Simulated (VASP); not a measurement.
# Li in VASP: single point with PBE+D3(BJ)

Aim: the single point of Li with PBE+D3(BJ).

All numbers are computed with VASP 6.6.1; they aren't measurements. Logs are shortened: lines on timing, memory, paths and dates and some standing lists are left out, and cuts for length are marked.

## 1. The cell of the first run

The typed cell holds 1 atom: a = 3.027 Å, b = 3.027 Å, c = 3.496 Å, α = 54.73°, β = 54.73°, γ = 70.53°.

## 2. Single point, PBE+D3(BJ)

INCAR reads:

```
PREC = Accurate ; ENCUT = 520
EDIFF = 1E-6 ; ISMEAR = 0
SIGMA = 0.15 ; LREAL = False
LASPH = True ; NELM = 100
ALGO = Normal ; ISIF = 2
LWAVE = False ; LCHARG = False
GGA = PE ; IVDW = 12
NBANDS = 8
```

KPOINTS reads:

```
regular mesh
0
Gamma
  20 20 20
```

POSCAR reads:

```
Li
1.0
    0.0000000000      2.4717858593      1.7475526025
    2.4717858593      0.0000000000      1.7475526025
    2.4717858593      2.4717858593      0.0000000000
Li
1
Direct
    0.0000000000      0.0000000000      0.0000000000
```

Potentials or basis: VASP PAW PBE potentials, release 64 (Li_sv).

Run with:

```console
cat potpaw_PBE.64/Li_sv/POTCAR > POTCAR
mpirun -np 1 vasp_std > vasp.out
```

OUTCAR:

```text
PREC = Accurate
   ENCUT = 520
   EDIFF = 1E-6
   ISMEAR = 0
   LREAL = False
   LASPH = True
   NELM = 100
   ISIF = 2
   GGA = PE
   IVDW = 12
 IVDW          = 12

 ion  position               nearest neighbor table
   1  0.000  0.000  0.000-

  LATTYP: Found a body centered tetragonal cell.
 ALAT       =     3.4956330855
 C/A-ratio  =     0.9998489886

  Lattice vectors:

 A1 = (   0.0000000000,  -2.4717858593,  -1.7475526025)
 A2 = (   0.0000000000,   2.4717858593,  -1.7475526025)
 A3 = (   2.4717858593,   0.0000000000,   1.7475526025)

Analysis of symmetry for initial positions (statically):
=====================================================================
 Subroutine PRICEL returns:
 Original cell was already a primitive cell.

 Routine SETGRP: Setting up the symmetry group for a
 body centered tetragonal supercell.

 Subroutine GETGRP returns: Found 16 space group operations
 (whereof 16 operations were pure point group operations)
 out of a pool of 16 trial point group operations.

The static configuration has the point symmetry D_4h.

Analysis of symmetry for dynamics (positions and initial velocities):
=====================================================================
 Subroutine PRICEL returns:
 Original cell was already a primitive cell.

 Routine SETGRP: Setting up the symmetry group for a
 body centered tetragonal supercell.

 Subroutine GETGRP returns: Found 16 space group operations
 (whereof 16 operations were pure point group operations)
 out of a pool of 16 trial point group operations.

The dynamic configuration has the point symmetry D_4h.

 Subroutine INISYM returns: Found 16 space group operations
 (whereof 16 operations are pure point group operations),
 and found     1 'primitive' translations

----------------------------------------------------------------------------------------

                                     Primitive cell

  volume of cell :      21.3541

  direct lattice vectors                    reciprocal lattice vectors
     0.000000000  2.471785859  1.747552603    -0.202282895  0.202282895  0.286114420
     2.471785859  0.000000000  1.747552603     0.202282895 -0.202282895  0.286114420
     2.471785859  2.471785859  0.000000000     0.202282895  0.202282895 -0.286114420

  length of vectors
     3.027154676  3.027154676  3.495633086     0.404596343  0.404596343  0.404596343

  position of ions in fractional coordinates (direct lattice)
     0.000000000  0.000000000  0.000000000

  ion indices of the primitive-cell ions
   primitive index   ion index
                 1           1

----------------------------------------------------------------------------------------

 KPOINTS: regular mesh

Automatic generation of k-mesh.
 Grid dimensions read from file:
 generate k-points for:   20   20   20

 Generating k-lattice:

  Cartesian coordinates                     Fractional coordinates (reciprocal lattice)
    -0.010114145  0.010114145  0.014305721     0.050000000  0.000000000  0.000000000
     0.010114145 -0.010114145  0.014305721     0.000000000  0.050000000  0.000000000
     0.010114145  0.010114145 -0.014305721    -0.000000000 -0.000000000  0.050000000

  Length of vectors
     0.020229817  0.020229817  0.020229817

  Shift w.r.t. Gamma in fractional coordinates (k-lattice)
     0.000000000  0.000000000  0.000000000

 Subroutine IBZKPT returns following result:
 ===========================================

 Found    641 irreducible k-points:

 Following reciprocal coordinates:
            Coordinates               Weight
  0.000000  0.000000  0.000000      1.000000
  0.050000  0.000000  0.000000      8.000000
  0.100000  0.000000  0.000000      8.000000
  0.150000  0.000000  0.000000      8.000000
  0.200000  0.000000  0.000000      8.000000
  0.250000  0.000000  0.000000      8.000000
[... 16 lines left out ...]
 -0.400000  0.050000  0.000000      8.000000
 -0.350000  0.050000  0.000000      8.000000
 [... further k-points ...]
   k-points           NKPTS =    641   k-points in BZ     NKDIM =    641   number of bands    NBANDS=      8
   number of dos      NEDOS =    301   number of ions     NIONS =      1
   total plane-waves  NPLWV =  16128
   dimension x,y,z NGX =    24 NGY =   24 NGZ =   28
   dimension x,y,z NGXF=    48 NGYF=   48 NGZF=   56
   ions per type =               1
   NGX,Y,Z   is equivalent  to a cutoff of  13.18, 13.18, 13.32 a.u.
   NGXF,Y,Z  is equivalent  to a cutoff of  26.36, 26.36, 26.63 a.u.
 SYSTEM =  unknown system
   PREC   = accura    normal or accurate (medium, high low for compatibility)
   ISTART =      0    job   : 0-new  1-cont  2-samecut
   ICHARG =      2    charge: 1-file 2-atom 10-const
   ISPIN  =      1    spin polarized calculation?
   LNONCOLLINEAR =      F non collinear calculations
   LSORBIT =      F    spin-orbit coupling
   LASPH  =      T    aspherical Exc in radial PAW
   ENCUT  =  520.0 eV  38.22 Ry    6.18 a.u.   5.63  5.63  6.50*2*pi/ulx,y,z
   NELM   =    100;   NELMIN=  2; NELMDL= -5     # of ELM steps
   EDIFF  = 0.1E-05   stopping-criterion for ELM
   LREAL  =      F    real-space projection
   EDIFFG = 0.1E-04   stopping-criterion for IOM
   NSW    =      0    number of steps for IOM
   IBRION =     -1    ionic relax: 0-MD 1-quasi-New 2-CG
   NFREE  =      0    steps in history (QN), initial steepest desc. (CG)
   ISIF   =      2    stress and relaxation
   ISYM   =      2    0-nonsym 1-usesym 2-fastsym
   POTIM  = 0.5000    time-step for ionic-motion
   TEBEG  =    0.0;   TEEND  =   0.0 temperature during run
   PSTRESS=    0.0 pullay stress
   NELECT =       3.0000    total number of electrons
   NUPDOWN=      -1.0000    fix difference up-down
   EMIN   =  10.00;   EMAX   =-10.00  energy-range for DOS
   EFERMI =   0.00;   METHOD = LEGACY
   ISMEAR =     0;   SIGMA  =   0.15  broadening in eV -4-tet -1-fermi 0-gaus
   EFERMI_NEDOS =   21; number of points for ismear=-14 and -15
   IALGO  =     38    algorithm
   IMIX   =      4    mixing-type and parameters
     AMIX     =   0.40;   BMIX     =  1.00
     AMIX_MAG =   1.60;   BMIX_MAG =  1.00
  volume/ion in A,a.u.               =      21.35       144.10
  Fermi-wavevector in a.u.,A,eV,Ry     =   0.851049  1.608250  9.854489  0.724285
  Thomas-Fermi vector in A             =   1.967122
   LORBIT       =      0    0 simple, 1 ext, 2 COOP (PROOUT), +10 PAW based schemes
   GGA     = PE    functional components
   LHFCALC =     F    Hartree Fock is set to
   AEXX    =    0.0000 exact exchange contribution
   IVDW    =    12    specifies the selected vdW correction
   LEPSILON=     F    determine dielectric tensor
   LRPA    =     F    only Hartree local field effects (RPA)
 non-spin polarized calculation
 Gauss-broadening in eV      SIGMA  =   0.15
  energy-cutoff  :      520.00
  volume of cell :       21.35
 maximum number of plane-waves:       603
   NGX = 11   NGY = 11   NGZ = 13

 number of electron       2.9999997 magnetization

 Free energy of the ion-electron system (eV)
  ---------------------------------------------------
  ext. energy  EPLUGINS =         0.00000000
  ---------------------------------------------------
  free energy    TOTEN  =        -1.90537798 eV

  energy without entropy =       -1.89993998  energy(sigma->0) =       -1.90265898

 E-fermi :   0.4920     XC(G=0):  -6.9185

 val. band max:        0.4919323930   @ k =  -0.3500   0.2500   0.0000
 cond. band min:       0.4929017260   @ k =   0.3500   0.2500   0.0000
 fundamental gap:      0.0009693331
 Fermi energy:         0.4919640020

 k-point     1 :       0.0000    0.0000    0.0000
  band No.  band energies     occupation
      1     -46.1349      2.00000
      2      -3.0087      2.00000
      3      14.5520      0.00000
      4      14.5520      0.00000
      5      14.5527      0.00000
      6      19.2159      0.00000
      7      19.2194      0.00000
      8      19.2194      0.00000

 k-point     2 :       0.0500    0.0000    0.0000
  band No.  band energies     occupation
      1     -46.1344      2.00000
      2      -2.9620      2.00000
      3      14.2464      0.00000
      4      14.3129      0.00000
      5      14.4734      0.00000
      6      18.3960      0.00000
      7      18.5306      0.00000
      8      19.5765      0.00000

 k-point     3 :       0.1000    0.0000    0.0000
  band No.  band energies     occupation
      1     -46.1333      2.00000
      2      -2.8228      2.00000
      3      13.3194      0.00000
      4      13.7509      0.00000
      5      14.2434      0.00000
      6      17.4040      0.00000
      7      17.5583      0.00000
      8      19.1738      0.00000

 k-point     4 :       0.1500    0.0000    0.0000
  band No.  band energies     occupation
      1     -46.1315      2.00000
      2      -2.5905      2.00000
      3      11.9433      0.00000
      4      13.0879      0.00000
      5      13.8930      0.00000
      6      16.6614      0.00000
      7      16.8872      0.00000
      8      19.0424      0.00000

 k-point     5 :       0.2000    0.0000    0.0000
  band No.  band energies     occupation
      1     -46.1293      2.00000
      2      -2.2654      2.00000
      3      10.4040      0.00000
      4      12.4408      0.00000
      5      13.4769      0.00000
      6      15.8744      0.00000
      7      16.6617      0.00000
      8      19.1677      0.00000
[... 177 lines left out ...]
 k-point    22 :      -0.4500    0.0500    0.0000
  band No.  band energies     occupation
      1     -46.1191      2.00000
      2       0.5138      0.83664
      3       3.9912      0.00000
      4      10.1813      0.00000
      5      11.9519      0.00000
      6      14.2106      0.00000
      7      16.7336      0.00000
      8      21.6763      0.00000

 k-point    23 :      -0.4000    0.0500    0.0000
  band No.  band energies     occupation
      1     -46.1202      2.00000
      2      -0.0789      2.00000
      3       4.9148      0.00000
      4      10.3523      0.00000
      5      12.0963      0.00000
      6      14.3923      0.00000
      7      16.5952      0.00000
      8      21.0118      0.00000

 k-point    24 :      -0.3500    0.0500    0.0000
  band No.  band energies     occupation
      1     -46.1220      2.00000
      2      -0.7120      2.00000
      3       6.0954      0.00000
      4      10.6357      0.00000
      5      12.3312      0.00000
      6      14.6946      0.00000
      7      16.4168      0.00000
      8      20.3758      0.00000

 [... further k-points ...]

------------------------ aborting loop because EDIFF is reached ----------------------------------------

 Edisp (eV)   -0.16066

 E8    (eV) :    -0.0670

  FORCE on cell =-STRESS in cart. coord.  units (eV):
  Direction    XX          YY          ZZ          XY          YZ          ZX
  --------------------------------------------------------------------------------------
  -------------------------------------------------------------------------------------
  Total      -0.25464    -0.25464    -0.25449     0.00000     0.00000     0.00000
  in kB     -19.10547   -19.10547   -19.09390     0.00000     0.00000     0.00000
  external pressure =      -19.10 kB  Pullay stress =        0.00 kB

 VOLUME and BASIS-vectors are now :
 -----------------------------------------------------------------------------
  energy-cutoff  :      520.00
  volume of cell :       21.35
      direct lattice vectors                 reciprocal lattice vectors
     0.000000000  2.471785859  1.747552603    -0.202282895  0.202282895  0.286114420
     2.471785859  0.000000000  1.747552603     0.202282895 -0.202282895  0.286114420
     2.471785859  2.471785859  0.000000000     0.202282895  0.202282895 -0.286114420

 POSITION                                       TOTAL-FORCE (eV/Angst)
 -----------------------------------------------------------------------------------
      0.00000      0.00000      0.00000         0.000000     -0.000000      0.000000
 -----------------------------------------------------------------------------------
    total drift:                               -0.000000     -0.000000     -0.000000

  FREE ENERGIE OF THE ION-ELECTRON SYSTEM (eV)
  ---------------------------------------------------
  free  energy   TOTEN  =        -2.0660398223 eV

  energy  without entropy=       -2.0606018179  energy(sigma->0) =       -2.06332082
```

Wall time 27 s (1 thread of Intel Xeon 6975P-C (Granite Rapids), shared host); peak memory 0.21 GiB.

Results:

```yaml
Free_energy: -2.0660 eV
Dispersion_energy_per_atom: -0.161 eV
```

Levels at points of the mesh, in eV from the Fermi level:
```csv
k point,band 1,band 2,band 3,band 4,band 5
"(0.00, 0.00, 0.00)",-46.63,-3.50,14.06,14.06,14.06
"(0.50, 0.00, 0.00)",-46.61,0.25,3.08,9.98,11.42
"(0.50, 0.50, 0.00)",-46.60,5.33,5.33,5.33,7.54
"(0.50, 0.00, 0.50)",-46.61,0.25,3.08,9.99,11.42
```

Caveat: the cutoff is under 1.25 times the usual one of these potentials, so pressure, stress and relaxed cells hold a basis-set (Pulay) error; pairwise dispersion overbinds metals, which lowers pressure and volume.
